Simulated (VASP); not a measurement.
Y:

```
Y
1.0
     0.00000    2.55199    2.55199
     2.55199    0.00000    2.55199
     2.55199    2.55199    0.00000
Y
1
Direct
  0.00000 0.00000 0.00000
```

- Program: VASP 6.6.1
- Task: relaxation of cell and atoms
- Functional: PBE
- Dispersion: D3(BJ)
- Potentials or basis: VASP PAW PBE potentials, release 64 (Y_sv)
- Cutoff: 600 eV
- k mesh: 9 × 9 × 9
- Occupations: fermi-dirac, width 0.05 eV
- Spin: no spin polarisation

At the start: pressure -2.6 GPa; volume 33.24 Å³/atom.

Task: Where does the relaxation end?

Result: Over 6 steps the energy falls by 19.0 meV/atom and the volume is 31.02 Å³/atom (-6.7 %); space group Fm-3m (No. 225, to 0.05 Å).

Step by step:
| step | energy change (eV) | largest force (eV/Å) | pressure (GPa) | volume (Å³) |
| --- | --- | --- | --- | --- |
| 1 | 0.0000 | 0.0000 | -2.56 | 33.24 |
| 2 | -0.0188 | 0.0000 | 0.29 | 30.75 |
| 3 | -0.0190 | 0.0000 | 0.07 | 30.97 |
| 4 | -0.0190 | 0.0000 | -0.07 | 31.02 |
| 5 | -0.0190 | 0.0000 | -0.08 | 31.02 |
| 6 | -0.0190 | 0.0000 | -0.04 | 31.02 |

Final structure:
```yaml
crystal:
  lattice:
    - [0.00000, 2.49373, 2.49373]
    - [2.49373, 0.00000, 2.49373]
    - [2.49373, 2.49373, 0.00000]
  atoms:
    - { symbol: Y, position: [0.00000, 0.00000, 0.00000] }
```

Caveat: pairwise dispersion overbinds metals, which lowers pressure and volume.
